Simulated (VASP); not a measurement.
SiC:

```
CELL_PARAMETERS angstrom
1.53890 -2.66750 0.00000
1.53890 2.66750 0.00000
0.00000 0.00000 15.12190
ATOMIC_POSITIONS crystal
Si 0.16730 0.83270 0.85800
Si 0.83270 0.16730 0.35800
Si 0.50070 0.49930 0.52410
Si 0.49930 0.50070 0.02410
Si 0.83570 0.16430 0.69124
Si 0.16430 0.83570 0.19124
C 0.49600 0.50400 0.65030
C 0.50400 0.49600 0.15030
C 0.16000 0.84000 0.98170
C 0.84000 0.16000 0.48170
C 0.82900 0.17100 0.81680
C 0.17100 0.82900 0.31680
```

| Item | Value |
| --- | --- |
| Program | VASP 6.6.1 |
| Task | relaxation of cell and atoms |
| Functional | PBE |
| Potentials or basis | VASP PAW PBE potentials, release 64 (Si, C) |
| Cutoff | 600 eV |
| k mesh | 8 × 8 × 2 |
| Occupations | gaussian, width 0.01 eV |
| Spin | no spin polarisation |

At the start: pressure 3.2 GPa; volume 10.35 Å³/atom.

Question: How do energy, volume and symmetry change on relaxing?

Answer: Over 23 steps the energy falls by 7.0 meV/atom and the volume is 10.49 Å³/atom (+1.4 %); space group P6_3mc (No. 186, to 0.1 Å) before and after.

Step by step:
```tsv
step	energy change (eV)	largest force (eV/Å)	pressure (GPa)	volume (Å³)
1	0.0000	0.7266	3.18	124.15
2	-0.0032	0.7152	-3.05	127.87
3	-0.0781	0.1472	-0.21	126.01
4	-0.0826	0.0635	-0.03	125.90
5	-0.0826	0.0643	-0.02	125.89
6	-0.0829	0.0406	0.03	125.86
7	-0.0829	0.0345	0.02	125.86
8	-0.0832	0.0345	0.01	125.87
9	-0.0835	0.0406	-0.03	125.90
10	-0.0837	0.0216	0.00	125.88
11	-0.0837	0.0304	0.02	125.87
12	-0.0838	0.0171	0.00	125.88
13	-0.0838	0.0206	-0.01	125.88
14	-0.0839	0.0184	-0.01	125.88
15	-0.0839	0.0238	0.00	125.88
16	-0.0840	0.0102	0.00	125.88
17	-0.0840	0.0079	0.01	125.87
18	-0.0840	0.0090	0.01	125.87
19	-0.0840	0.0032	0.00	125.88
20	-0.0840	0.0028	0.00	125.88
21	-0.0840	0.0025	0.00	125.88
22	-0.0840	0.0026	0.00	125.88
23	-0.0840	0.0012	0.00	125.88
```

Final structure:
```xyz
12
Lattice="1.5471 -2.6797 0.0000 1.5471 2.6797 0.0000 0.0000 0.0000 15.1819" Properties=species:S:1:pos:R:3 pbc="T T T"
Si    1.5471    1.7869   13.0216
Si    1.5471   -1.7869    5.4306
Si    1.5471   -0.0005    7.9626
Si    1.5471    0.0005    0.3716
Si    1.5471   -1.7863   10.4940
Si    1.5471    1.7863    2.9030
C     1.5471    0.0001    9.8658
C     1.5471   -0.0001    2.2748
C     1.5471    1.7870   14.9192
C     1.5471   -1.7870    7.3282
C     1.5471   -1.7861   12.3917
C     1.5471    1.7861    4.8007
```
